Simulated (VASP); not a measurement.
TiSi: single point with PBEsol

The system is TiSi.

```xyz
2
Lattice="1.8162 -2.1176 0.0000 1.8162 2.1176 0.0000 0.0000 0.0000 3.7469" Properties=species:S:1:pos:R:3 pbc="T T T"
Ti    1.8162    0.0000    0.0000
Si    0.0000    0.0000    1.8734
```

This cell differs from its parent crystal: strain +0.000 along x and y, -0.015 along z.

```json
{
  "Program": "VASP 6.6.1",
  "Task": "single point",
  "Functional": "PBEsol",
  "Potentials or basis": "VASP PAW PBE potentials, release 64 (Ti_sv, Si)",
  "Cutoff": "520 eV",
  "k mesh": "18 × 18 × 12",
  "Occupations": "gaussian, width 0.15 eV",
  "Spin": "no spin polarisation",
  "Dipole correction": "no",
  "Further INCAR settings": "ALGO = Normal; EDIFF = 1e-06; NBANDS = 15"
}
```

```yaml
Pressure: -2.0 GPa
Band_gap_on_the_k_mesh: zero (bands 8 and 9 overlap by 1.59 eV)
```

Stress tensor (GPa, compression positive):
```
-2.58  0.00  0.00
 0.00 -3.23  0.00
 0.00  0.00 -0.06
```

Levels at points of the mesh, in eV from the Fermi level:
```
           k point  band 5  band 6  band 7  band 8  band 9  band 10  band 11  band 12
(0.00, 0.00, 0.00)  -11.75   -2.41   -1.47   -1.15    1.66     2.35     2.90     5.14
(0.50, 0.00, 0.00)   -7.65   -6.38   -2.80   -0.84    1.62     2.35     4.33     4.91
(0.50, 0.50, 0.00)   -5.90   -3.78   -1.54   -1.34   -0.83    -0.31     3.03     3.28
(0.00, 0.00, 0.50)  -10.31   -6.51   -0.82    0.54    0.71     1.64     2.99     6.93
(0.50, 0.00, 0.50)   -7.93   -4.77   -2.63   -1.74    1.50     1.81     1.81     3.49
(0.50, 0.50, 0.50)   -4.91   -3.90   -3.45   -3.08    2.23     2.60     2.68     4.22
```

Wall time 2.7 min on 1 thread of Intel(R) Xeon(R) Platinum 8259CL CPU @ 2.50GHz (Skylake/Cascade Lake) (shared host), peak memory 0.37 GiB.

Caveat: the cell differs from its parent crystal (strain +0.000 along x and y, -0.015 along z); the PAW data sets were made with another functional, which shifts forces and pressure a little.
